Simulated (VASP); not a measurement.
## LiF: single point with PBE

LiF:

```
Li F
1.0
     1.55061   -2.68574   -4.87059
     1.55061   -2.68574    4.87059
    -6.20244    0.00000    0.00000
Li F
8 8
Direct
  0.95095 0.33908 0.36888
  0.44919 0.82444 0.28457
  0.99293 0.38195 0.83615
  0.45942 0.84973 0.80560
  0.90419 0.81645 0.17466
  0.42739 0.27312 0.14891
  0.82230 0.76633 0.63080
  0.37668 0.25982 0.65101
  0.68111 0.67155 0.32787
  0.17084 0.16316 0.31752
  0.65843 0.68369 0.84550
  0.17842 0.13425 0.83418
  0.09778 0.57132 0.17915
  0.58954 0.07748 0.18891
  0.07784 0.59494 0.65638
  0.60438 0.08397 0.68682
```

This cell differs from its parent crystal: dynamics (nve) at 1200 K, volume x 1.04, from the last frame before.

```
Program                : VASP 6.6.1
Task                   : single point
Functional             : PBE
Potentials or basis    : VASP PAW PBE potentials, release 64 (Li_sv, F)
Cutoff                 : 520 eV
k mesh                 : 2 × 2 × 2, shifted
Occupations            : fermi-dirac, width 0.1034 eV
Spin                   : no spin polarisation
Dipole correction      : no
Further INCAR settings : LREAL = Auto; ALGO = Normal; EDIFF = 1e-07; NBANDS = 54
```

| Item | Value |
| --- | --- |
| Largest force | 1.750 eV/Å |
| Band gap on the k mesh | 8.19 eV (least direct gap 8.23 eV) |

Forces in eV/Å, atoms in the order of the input:
```
Li   1.396 -0.328 -0.477
Li  -0.990 -0.173 -0.303
Li  -0.508  0.339 -0.122
Li  -0.583 -0.055  0.297
Li   0.144  0.895 -0.634
Li  -0.336  0.211  0.618
Li  -1.286 -1.060 -0.533
Li  -0.178 -0.242 -0.346
F    0.947  0.620  0.266
F   -0.429 -0.947  0.189
F    0.203  0.576 -0.526
F    0.667 -0.081  0.699
F    0.202  0.560  0.543
F    0.767  0.006  0.011
F   -0.968  0.034  0.054
F    0.953 -0.356  0.264
```

Levels at points of the mesh, in eV from the valence-band top:
```
           k point  band 37  band 38  band 39  band 40  band 41  band 42  band 43  band 44
(0.25, 0.25, 0.25)    -0.36    -0.22    -0.17    -0.03     9.24     9.57     9.71     9.98
```

Run time: 96 s on 1 thread of Intel(R) Xeon(R) Platinum 8559C (Emerald Rapids) (shared host), peak memory 0.29 GiB.

Caveat: the k points lie up to 0.67 Å⁻¹ apart; the atoms stand as in a frame of molecular dynamics; a shifted mesh leaves out Γ, where band edges can lie; forces of over 1 eV/Å act on the atoms, so gaps and moduli don't describe the material at rest. A k mesh can miss the band edges.
